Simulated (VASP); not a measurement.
# La3HfO (P6/mmm) in VASP: further runs

La3HfO is run at these levels: PBE; tasks: relaxation of cell and atoms.

Program: VASP 6.6.1. These are calculated values, not measurements. Logs are shortened: lines on timing, memory, paths and dates and some standing lists are left out, and cuts for length are marked.

### Step 1. The cell of the first run

The structure is hexagonal, space group P6/mmm (No. 191). Conventional cell: a = 5.824 Å, b = 5.824 Å, c = 4.977 Å, α = 90.00°, β = 90.00°, γ = 120.00°. Within 3.9 Å of La (site symmetry mmm) lie 4 La at 2.91 Å and 2 O at 2.91 Å and 4 Hf at 3.83 Å. Hf (site symmetry 6/mmm) has 2 O at 2.49 Å within 3.3 Å. O (site symmetry 6/mmm) has 2 Hf at 2.49 Å and 6 La at 2.91 Å within 3.3 Å.

The cell was built from a structure type or drawn by symmetry, and may not be a known phase.

### Step 2. Relaxation of cell and atoms, PBE

Input file INCAR:

```
SYSTEM = La3HfO
PREC = Accurate
ENCUT = 600
EDIFF = 1E-6
ISMEAR = 0
SIGMA = 0.1
LREAL = .False.
LASPH = .True.
NELM = 100
ALGO = Normal
ISIF = 3
LWAVE = .False.
LCHARG = .False.
GGA = PE
IBRION = 2
NSW = 90
EDIFFG = -0.04
```

Input file KPOINTS:

```
Automatic mesh
0
Gamma
  6 6 4
  0 0 0
```

Input file POSCAR:

```
La3HfO
1.0
    5.8244477100      0.0000000000      0.0000000000
   -2.9122238600      5.0441196800      0.0000000000
    0.0000000000      0.0000000000      4.9767287000
La Hf O
3 1 1
Direct
    0.5000000000      0.0000000000      0.0000000000
    0.0000000000      0.5000000000      0.0000000000
    0.5000000000      0.5000000000      0.0000000000
    0.0000000000      0.0000000000      0.5000000000
    0.0000000000      0.0000000000      0.0000000000
```

Potentials or basis: VASP PAW PBE potentials, release 64 (La, Hf_pv, O).

The run is started by

```bash
$ cat potpaw_PBE.64/La/POTCAR potpaw_PBE.64/Hf_pv/POTCAR potpaw_PBE.64/O/POTCAR > POTCAR
$ mpirun -np 1 vasp_std > vasp.out
```

OUTCAR:

```text
SYSTEM = La3HfO
   PREC = Accurate
   ENCUT = 600
   EDIFF = 1E-6
   ISMEAR = 0
   LREAL = .False.
   LASPH = .True.
   NELM = 100
   ISIF = 3
   GGA = PE
   IBRION = 2
   NSW = 90
   EDIFFG = -0.04

 ion  position               nearest neighbor table
   1  0.500  0.000  0.000-   2 2.91   2 2.91   3 2.91   3 2.91
   2  0.000  0.500  0.000-   1 2.91   1 2.91   3 2.91   3 2.91
   3  0.500  0.500  0.000-   2 2.91   2 2.91   1 2.91   1 2.91
   4  0.000  0.000  0.500-   5 2.49   5 2.49
   5  0.000  0.000  0.000-   4 2.49   4 2.49

  LATTYP: Found a hexagonal cell.
 ALAT       =     5.8244477100
 C/A-ratio  =     0.8544550398

  Lattice vectors:

 A1 = (   5.8244477100,   0.0000000000,   0.0000000000)
 A2 = (  -2.9122238600,   5.0441196800,   0.0000000000)
 A3 = (   0.0000000000,   0.0000000000,   4.9767287000)

Analysis of symmetry for initial positions (statically):
=====================================================================
 Subroutine PRICEL returns:
 Original cell was already a primitive cell.

 Routine SETGRP: Setting up the symmetry group for a
 hexagonal supercell.

 Subroutine GETGRP returns: Found 24 space group operations
 (whereof 24 operations were pure point group operations)
 out of a pool of 24 trial point group operations.

The static configuration has the point symmetry D_6h.

Analysis of symmetry for dynamics (positions and initial velocities):
=====================================================================
 Subroutine PRICEL returns:
 Original cell was already a primitive cell.

 Routine SETGRP: Setting up the symmetry group for a
 hexagonal supercell.

 Subroutine GETGRP returns: Found 24 space group operations
 (whereof 24 operations were pure point group operations)
 out of a pool of 24 trial point group operations.

The dynamic configuration has the point symmetry D_6h.

 Subroutine INISYM returns: Found 24 space group operations
 (whereof 24 operations are pure point group operations),
 and found     1 'primitive' translations

----------------------------------------------------------------------------------------

                                     Primitive cell

  volume of cell :     146.2124

  direct lattice vectors                    reciprocal lattice vectors
     5.824447710  0.000000000  0.000000000     0.171690098  0.099125325  0.000000000
    -2.912223860  5.044119680  0.000000000     0.000000000  0.198250649  0.000000000
     0.000000000  0.000000000  4.976728700     0.000000000  0.000000000  0.200935205

  length of vectors
     5.824447710  5.824447713  4.976728700     0.198250649  0.198250649  0.200935205

  position of ions in fractional coordinates (direct lattice)
     0.500000000  0.000000000  0.000000000
     0.000000000  0.500000000  0.000000000
     0.500000000  0.500000000  0.000000000
     0.000000000  0.000000000  0.500000000
     0.000000000  0.000000000  0.000000000

  ion indices of the primitive-cell ions
   primitive index   ion index
                 1           1
                 2           2
                 3           3
                 4           4
                 5           5

----------------------------------------------------------------------------------------

 KPOINTS: Automatic mesh

Automatic generation of k-mesh.
 Grid dimensions read from file:
 generate k-points for:    6    6    4

 Generating k-lattice:

  Cartesian coordinates                     Fractional coordinates (reciprocal lattice)
     0.028615016  0.016520887  0.000000000     0.166666667 -0.000000000  0.000000000
     0.000000000  0.033041775  0.000000000     0.000000000  0.166666667  0.000000000
     0.000000000  0.000000000  0.050233801     0.000000000  0.000000000  0.250000000

  Length of vectors
     0.033041775  0.033041775  0.050233801

  Shift w.r.t. Gamma in fractional coordinates (k-lattice)
     0.000000000  0.000000000  0.000000000

 Subroutine IBZKPT returns following result:
 ===========================================

 Found     21 irreducible k-points:

 Following reciprocal coordinates:
            Coordinates               Weight
  0.000000  0.000000  0.000000      1.000000
  0.166667  0.000000  0.000000      6.000000
  0.333333  0.000000  0.000000      6.000000
  0.500000  0.000000  0.000000      3.000000
  0.166667  0.166667  0.000000      6.000000
  0.333333  0.166667  0.000000     12.000000
[... 13 lines left out ...]
  0.333333  0.166667  0.500000     12.000000
  0.333333  0.333333  0.500000      2.000000
   k-points           NKPTS =     21   k-points in BZ     NKDIM =     21   number of bands    NBANDS=     29
   number of dos      NEDOS =    301   number of ions     NIONS =      5
   total plane-waves  NPLWV =  92160
   dimension x,y,z NGX =    48 NGY =   48 NGZ =   40
   dimension x,y,z NGXF=    96 NGYF=   96 NGZF=   80
   ions per type =               3   1   1
   NGX,Y,Z   is equivalent  to a cutoff of  13.70, 13.70, 13.36 a.u.
   NGXF,Y,Z  is equivalent  to a cutoff of  27.40, 27.40, 26.72 a.u.
 SYSTEM =  La3HfO
   PREC   = accura    normal or accurate (medium, high low for compatibility)
   ISTART =      0    job   : 0-new  1-cont  2-samecut
   ICHARG =      2    charge: 1-file 2-atom 10-const
   ISPIN  =      1    spin polarized calculation?
   LNONCOLLINEAR =      F non collinear calculations
   LSORBIT =      F    spin-orbit coupling
   LASPH  =      T    aspherical Exc in radial PAW
   ENCUT  =  600.0 eV  44.10 Ry    6.64 a.u.  11.63 11.63  9.94*2*pi/ulx,y,z
   NELM   =    100;   NELMIN=  2; NELMDL= -5     # of ELM steps
   EDIFF  = 0.1E-05   stopping-criterion for ELM
   LREAL  =      F    real-space projection
   EDIFFG = -.4E-01   stopping-criterion for IOM
   NSW    =     90    number of steps for IOM
   IBRION =      2    ionic relax: 0-MD 1-quasi-New 2-CG
   NFREE  =      1    steps in history (QN), initial steepest desc. (CG)
   ISIF   =      3    stress and relaxation
   ISYM   =      2    0-nonsym 1-usesym 2-fastsym
   POTIM  = 0.5000    time-step for ionic-motion
   TEBEG  =    0.0;   TEEND  =   0.0 temperature during run
   PSTRESS=    0.0 pullay stress
   NELECT =      49.0000    total number of electrons
   NUPDOWN=      -1.0000    fix difference up-down
   EMIN   =  10.00;   EMAX   =-10.00  energy-range for DOS
   EFERMI =   0.00;   METHOD = LEGACY
   ISMEAR =     0;   SIGMA  =   0.10  broadening in eV -4-tet -1-fermi 0-gaus
   EFERMI_NEDOS =   21; number of points for ismear=-14 and -15
   IALGO  =     38    algorithm
   IMIX   =      4    mixing-type and parameters
     AMIX     =   0.40;   BMIX     =  1.00
     AMIX_MAG =   1.60;   BMIX_MAG =  1.00
  volume/ion in A,a.u.               =      29.24       197.34
  Fermi-wavevector in a.u.,A,eV,Ry     =   1.137135  2.148874 17.593378  1.293077
  Thomas-Fermi vector in A             =   2.273840
   LORBIT       =      0    0 simple, 1 ext, 2 COOP (PROOUT), +10 PAW based schemes
   GGA     = PE    functional components
   LHFCALC =     F    Hartree Fock is set to
   AEXX    =    0.0000 exact exchange contribution
   IVDW    =     0    specifies the selected vdW correction
   LEPSILON=     F    determine dielectric tensor
   LRPA    =     F    only Hartree local field effects (RPA)
 conjugate gradient relaxation of ions
 non-spin polarized calculation
 Gauss-broadening in eV      SIGMA  =   0.10
  energy-cutoff  :      600.00
  volume of cell :      146.21
 maximum number of plane-waves:      4899
 NGX is ok and might be reduce to    48
   NGX = 23   NGY = 23   NGZ = 19

--------------------------------------- Ionic step        1  -------------------------------------------

 number of electron      48.9999998 magnetization

 Free energy of the ion-electron system (eV)
  ---------------------------------------------------
  ext. energy  EPLUGINS =         0.00000000
  ---------------------------------------------------
  free energy    TOTEN  =       -28.97199282 eV

  energy without entropy =      -28.95213281  energy(sigma->0) =      -28.96206282

------------------------ aborting loop because EDIFF is reached ----------------------------------------

  FORCE on cell =-STRESS in cart. coord.  units (eV):
  Direction    XX          YY          ZZ          XY          YZ          ZX
  --------------------------------------------------------------------------------------
  -------------------------------------------------------------------------------------
  Total        7.6208753      7.6208753    -17.2258758     -0.0000000      0.0000000      0.0000000
  in kB       83.5086263     83.5086263   -188.7590547     -0.0000001      0.0000000      0.0000000
  external PRESSURE =      -7.2472673 kB  Pullay stress =       0.0000000 kB
[... 63 lines left out ...]
  energy  without entropy=      -32.0799386703  energy(sigma->0) =      -32.10204998

--------------------------------------- Ionic step        3  -------------------------------------------

 number of electron      49.0000006 magnetization

 E-fermi :   7.5351     XC(G=0): -10.0094

 val. band max:        7.5311359227   @ k =   0.0000   0.0000   0.5000
 cond. band min:       7.5416340794   @ k =   0.5000   0.0000   0.2500
 fundamental gap:      0.0104981567
 Fermi energy:         7.5351040625

 k-point     1 :       0.0000    0.0000    0.0000
  band No.  band energies     occupation
      1     -25.4385      2.00000
      2     -24.9322      2.00000
      3     -24.9322      2.00000
      4     -24.0841      2.00000
      5     -23.6530      2.00000
      6     -23.6530      2.00000
[... 892 lines left out ...]
  energy  without entropy=      -32.5503778179  energy(sigma->0) =      -32.57042989

--------------------------------------- Ionic step        9  -------------------------------------------

 number of electron      48.9999994 magnetization

 Free energy of the ion-electron system (eV)
  ---------------------------------------------------
  ext. energy  EPLUGINS =         0.00000000
  ---------------------------------------------------
  free energy    TOTEN  =       -32.59334748 eV

  energy without entropy =      -32.55332485  energy(sigma->0) =      -32.57333616

 E-fermi :   6.7244     XC(G=0):  -9.6355

 val. band max:        6.7099695959   @ k =   0.3333   0.0000   0.2500
 cond. band min:       6.7247729251   @ k =   0.1667   0.0000   0.5000
 fundamental gap:      0.0148033292
 Fermi energy:         6.7244446828

 k-point     1 :       0.0000    0.0000    0.0000
  band No.  band energies     occupation
      1     -26.3154      2.00000
      2     -25.9521      2.00000
      3     -25.9521      2.00000
      4     -24.9859      2.00000
      5     -24.6930      2.00000
      6     -24.6930      2.00000
[... 693 lines left out ...]
  FREE ENERGIE OF THE ION-ELECTRON SYSTEM (eV)
  ---------------------------------------------------
  free  energy   TOTEN  =       -32.5933474795 eV

  energy  without entropy=      -32.5533248498  energy(sigma->0) =      -32.57333616

 reached required accuracy - stopping structural energy minimisation
```

Run time: 7.9 min. Hardware: 1 thread of Intel Xeon 6975P-C (Granite Rapids), shared host; peak memory 0.41 GiB.

Results:

```yaml
Free_energy: -32.5933 eV
Relaxed_volume: 29.89 Å³/atom
Relaxed_cell: a = 6.626 Å, b = 6.626 Å, c = 3.931 Å, α = 90.00°, β = 90.00°, γ = 120.00°
Space_group_after_relaxing_to_0.1_Å: P6/mmm (No. 191)
Energy_gained_by_relaxing: 724.3 meV/atom
Ionic_steps: 9
Pressure_after_relaxing: 0.1 GPa
Band_gap_on_the_k_mesh: zero (an odd number of electrons rules out a gap without spin polarisation)
```

Step by step:
```tsv
step	energy change (eV)	largest force (eV/Å)	pressure (GPa)	volume (Å³)
1	0.0000	0.0000	-0.72	146.21
2	-3.1522	0.0000	-0.11	140.50
3	-3.4266	0.0000	5.54	136.76
4	-3.4726	0.0000	3.54	137.92
5	-3.4728	0.0000	4.14	137.58
6	-3.6059	0.0000	-1.29	152.84
7	-3.6170	0.0000	-0.25	149.23
8	-3.6185	0.0000	0.28	149.62
9	-3.6214	0.0000	0.06	149.45
```

Final structure:
```
CELL_PARAMETERS angstrom
6.62591 0.00000 0.00000
-3.31295 5.73820 0.00000
0.00000 0.00000 3.93069
ATOMIC_POSITIONS crystal
La 0.50000 0.00000 0.00000
La 0.00000 0.50000 0.00000
La 0.50000 0.50000 0.00000
Hf 0.00000 0.00000 0.50000
O 0.00000 0.00000 0.00000
```

Caveat: a cell axis changed by over 15 % at a fixed basis, so the end point is rough; spin-orbit coupling is left out, which moves the levels of the heavy elements; an odd number of electrons without spin polarisation forces a metal; a magnetic or distorted state may lie lower.

### Step 3. Relaxation of cell and atoms, PBE

This run uses another cell than the first one, of 29.94 Å³/atom.

Input file INCAR:

```
ALGO = Normal
EDIFF = 1E-7
EDIFFG = -0.01
ENCUT = 600
GGA = PE
IBRION = 2
ISIF = 3
ISMEAR = 0
LASPH = T
LCHARG = F
LREAL = F
LWAVE = F
NELM = 100
NSW = 100
PREC = Accurate
SIGMA = 0.1
```

Input file KPOINTS:

```
k-points
0
Gamma
  6 6 10
```

Changes to POSCAR since step 2:

```diff
@@ -2,5 +2,5 @@
 1.0
-    5.8244477100      0.0000000000      0.0000000000
-   -2.9122238600      5.0441196800      0.0000000000
-    0.0000000000      0.0000000000      4.9767287000
+    6.6221784504      0.0000000000      0.0000000000
+   -3.3110892252      5.7349747664      0.0000000000
+    0.0000000000      0.0000000000      3.9411602607
 La Hf O
```

Potentials or basis: VASP PAW PBE potentials, release 64 (La, Hf_pv, O).

The run is started by

```bash
$ cat potpaw_PBE.64/La/POTCAR potpaw_PBE.64/Hf_pv/POTCAR potpaw_PBE.64/O/POTCAR > POTCAR
$ mpirun -np 1 vasp_std > vasp.out
```

Wall time 8.7 min (1 thread of Intel Xeon 6975P-C (Granite Rapids), shared host); peak memory 0.49 GiB.

Results (log left out):

```yaml
Free_energy: -32.5756 eV
Relaxed_volume: 30.01 Å³/atom
Relaxed_cell: a = 6.642 Å, b = 6.642 Å, c = 3.927 Å, α = 90.00°, β = 90.00°, γ = 120.00°
Space_group_after_relaxing_to_0.1_Å: P6/mmm (No. 191)
Energy_gained_by_relaxing: 0.4 meV/atom
Ionic_steps: 4
Pressure_after_relaxing: 0.0 GPa
Band_gap_on_the_k_mesh: zero (an odd number of electrons rules out a gap without spin polarisation)
```

Step by step:
| step | energy change (eV) | largest force (eV/Å) | pressure (GPa) | volume (Å³) |
| --- | --- | --- | --- | --- |
| 1 | 0.0000 | 0.0000 | -0.11 | 149.68 |
| 2 | -0.0003 | 0.0000 | 0.45 | 149.24 |
| 3 | -0.0017 | 0.0000 | 0.18 | 149.45 |
| 4 | -0.0021 | 0.0000 | 0.03 | 150.04 |

Final structure:
```
La Hf O
1.0
     6.64235    0.00000    0.00000
    -3.32117    5.75244    0.00000
     0.00000    0.00000    3.92685
La Hf O
3 1 1
Direct
  0.50000 0.00000 0.00000
  0.00000 0.50000 0.00000
  0.50000 0.50000 0.00000
  0.00000 0.00000 0.50000
  0.00000 0.00000 0.00000
```

Levels at points of the mesh, in eV from the Fermi level:
| k point | band 20 | band 21 | band 22 | band 23 | band 24 | band 25 | band 26 | band 27 | band 28 | band 29 |
| --- | --- | --- | --- | --- | --- | --- | --- | --- | --- | --- |
| (0.00, 0.00, 0.00) | -3.39 | -1.91 | -1.41 | -1.41 | -0.34 | 0.33 | 0.33 | 0.47 | 0.47 | 0.85 |
| (0.50, 0.00, 0.00) | -2.23 | -1.59 | -0.59 | -0.23 | 0.19 | 0.21 | 0.41 | 0.49 | 0.60 | 0.97 |
| (0.00, 0.00, 0.50) | -1.84 | -1.47 | -1.27 | -1.11 | -1.11 | -0.32 | -0.32 | -0.16 | 0.59 | 0.59 |
| (0.50, 0.00, 0.50) | -2.39 | -1.30 | -0.52 | -0.47 | -0.35 | -0.28 | 0.80 | 0.90 | 1.08 | 1.33 |

Caveat: spin-orbit coupling is left out, which moves the levels of the heavy elements; an odd number of electrons without spin polarisation forces a metal; a magnetic or distorted state may lie lower.
